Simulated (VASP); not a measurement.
A run of VASP 6.6.1 is set up as follows.

Contents of INCAR:

```
ALGO     = Normal         # electronic algorithm
EDIFF    = 1E-6           # SCF threshold, eV
ENCUT    = 520            # plane-wave cutoff, eV
GGA      = PE             # functional
ISIF     = 2              # what is computed and relaxed
ISMEAR   = 0              # smearing method
LASPH    = True           # aspherical terms in the spheres
LCHARG   = True           # write CHGCAR
LELF     = True           # ELF
LREAL    = False          # projectors in reciprocal space
LVHAR    = True         
LWAVE    = False          # write WAVECAR
NBANDS   = 16             # bands
NELM     = 100            # most SCF steps
PREC     = Accurate       # precision mode
SIGMA    = 0.01           # smearing width, eV
```

File KPOINTS:

```
k-points
0
Gamma
  4 4 4
```

Contents of POSCAR:

```
CdS
1.0
    0.0000000000      2.9165000000      2.9165000000
    2.9165000000      0.0000000000      2.9165000000
    2.9165000000      2.9165000000      0.0000000000
Cd S
1 1
Direct
    0.0098400000      0.9944900000      0.9972900000
    0.2364242465      0.2576657535      0.2591242465
```

Potentials or basis: VASP PAW PBE potentials, release 64 (Cd, S).

Command:

```sh
$ cat potpaw_PBE.64/Cd/POTCAR potpaw_PBE.64/S/POTCAR > POTCAR
$ mpirun -np 1 vasp_std > vasp.out
```

**Question.** Predict the pressure.

**Answer.** 3.5 GPa.

**Question.** Predict the largest force.

**Answer.** 0.403 eV/Å.

**Question.** What does it give for the band gap on the k mesh?

**Answer.** 1.13 eV, direct.

Stress tensor (GPa, compression positive):
```
 3.44  0.54  0.65
 0.54  3.58 -1.64
 0.65 -1.64  3.59
```

Caveat: the k points lie up to 0.47 Å⁻¹ apart.
